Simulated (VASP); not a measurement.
ScGaS:

```xyz
3
Lattice="4.4557 0.0000 0.0000 -2.2278 3.8587 0.0000 0.0000 0.0000 3.5732" Properties=species:S:1:pos:R:3 pbc="T T T"
Sc    0.0000    0.0000    1.7866
Ga    0.0000    2.5725    1.7866
S     2.2278    1.2862    0.0000
```

The cell was generated, and may not be a known phase.

| Property | Result |
| --- | --- |
| Program | VASP 6.6.1 |
| Task | relaxation of cell and atoms |
| Functional | PBE |
| Potentials or basis | VASP PAW PBE potentials, release 64 (Sc_sv, Ga_d, S) |
| Cutoff | 600 eV |
| k mesh | 12 × 12 × 14 |
| Occupations | gaussian, width 0.1 eV |
| Spin | no spin polarisation |

At the start: pressure 1.2 GPa; volume 20.48 Å³/atom.

Task: Where does the relaxation end?

Result: Over 8 steps the energy falls by 33.4 meV/atom and the volume is 19.98 Å³/atom (-2.4 %); space group P-6m2 (No. 187, to 0.1 Å) before and after.

Step by step:
| step | energy change (eV) | largest force (eV/Å) | pressure (GPa) | volume (Å³) |
| --- | --- | --- | --- | --- |
| 1 | 0.0000 | 0.0000 | 1.20 | 61.44 |
| 2 | -0.0602 | 0.0000 | -1.19 | 62.76 |
| 3 | -0.0673 | 0.0000 | -2.10 | 63.35 |
| 4 | -0.0960 | 0.0000 | -1.01 | 61.20 |
| 5 | -0.0993 | 0.0000 | -0.49 | 60.35 |
| 6 | -0.0993 | 0.0000 | -0.43 | 60.28 |
| 7 | -0.1003 | 0.0000 | 0.07 | 59.87 |
| 8 | -0.1003 | 0.0000 | -0.01 | 59.93 |

Final structure:
```
CELL_PARAMETERS angstrom
4.57378 0.00000 0.00000
-2.28689 3.96101 0.00000
0.00000 0.00000 3.30803
ATOMIC_POSITIONS crystal
Sc 0.00000 0.00000 0.50000
Ga 0.33333 0.66667 0.50000
S 0.66667 0.33333 0.00000
```
